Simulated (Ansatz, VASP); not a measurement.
CaSe: VASP beside Ansatz

```
Ca Se
1.0
     0.00000    2.97024    2.97024
     2.97024    0.00000    2.97024
     2.97024    2.97024    0.00000
Ca Se
1 1
Direct
  0.00000 0.00000 0.00000
  0.50000 0.50000 0.50000
```

Alike in both runs: task single point; functional PBE; k mesh 6 × 6 × 6; occupations gaussian, width 0.1 eV; no spin polarisation.

|  | VASP | Ansatz |
| --- | --- | --- |
| version | VASP 6.6.1 | Ansatz 0.2.0 |
| potentials or method | VASP PAW PBE potentials, release 64 (Ca_sv, Se), cutoff 500 eV | scalar-relativistic, plane waves, PAW |
| valence electrons in the cell | 16 | 26 |

VASP gave:

| Quantity | Value |
| --- | --- |
| gap on the k mesh at the Fermi level (eV) | 2.05 |
| least direct gap on the mesh (eV) | 2.97 |
| pressure (GPa) | 0.6 |

Task: Estimate Ansatz's values.

Result: gap on the k mesh at the Fermi level (eV): 2.06; least direct gap on the mesh (eV): 2.98; pressure (GPa): 0.4.

VASP's potentials hold 16 valence electrons a cell and Ansatz's 26, so a difference there can come from the potentials and not from the codes.
